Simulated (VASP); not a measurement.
A run of VASP 6.6.1 is set up as follows.

INCAR

```
SYSTEM = Re
PREC     = Accurate       ! precision mode
ENCUT    = 600            ! plane-wave cutoff, eV
EDIFF    = 1E-6           ! SCF threshold, eV
ISMEAR   = -1             ! smearing method
SIGMA    = 0.1            ! smearing width, eV
LREAL    = .FALSE.        ! projectors in reciprocal space
LASPH    = .TRUE.         ! aspherical terms in the spheres
NELM     = 120            ! most SCF steps
ALGO     = Normal         ! electronic algorithm
ISIF     = 2              ! what is computed and relaxed
LWAVE    = .FALSE.        ! write WAVECAR
LCHARG   = .FALSE.        ! write CHGCAR
GGA      = PE             ! functional
NBANDS   = 10             ! bands
GGA_COMPAT= .FALSE.
```

Contents of KPOINTS:

```
regular mesh
0
G
  18 18 16
  0 0 0
```

File POSCAR:

```
Re
1.0
    2.5374951672      0.0000000000      0.0000000000
   -1.2687475836      2.1975352768      0.0000000000
    0.0000000000      0.0000000000      2.2890884486
Re
1
Direct
    0.0000000000      0.0000000000      0.0000000000
```

Potentials or basis: VASP PAW PBE potentials, release 64 (Re).

Command:

```console
$ cat potpaw_PBE.64/Re/POTCAR > POTCAR
$ mpirun -np 1 vasp_std > vasp.out
```

Question: Predict the band gap on the k mesh.

Answer: Zero (an odd number of electrons rules out a gap without spin polarisation).

Question: Predict the pressure.

Answer: 119.7 GPa.

Stress tensor (GPa, compression positive):
```
123.14   0.00   0.00
  0.00 123.14   0.00
  0.00   0.00 112.84
```

Caveat: the stress differs along the axes, from 113 to 123 GPa; spin-orbit coupling is left out, which moves the levels of the heavy elements.
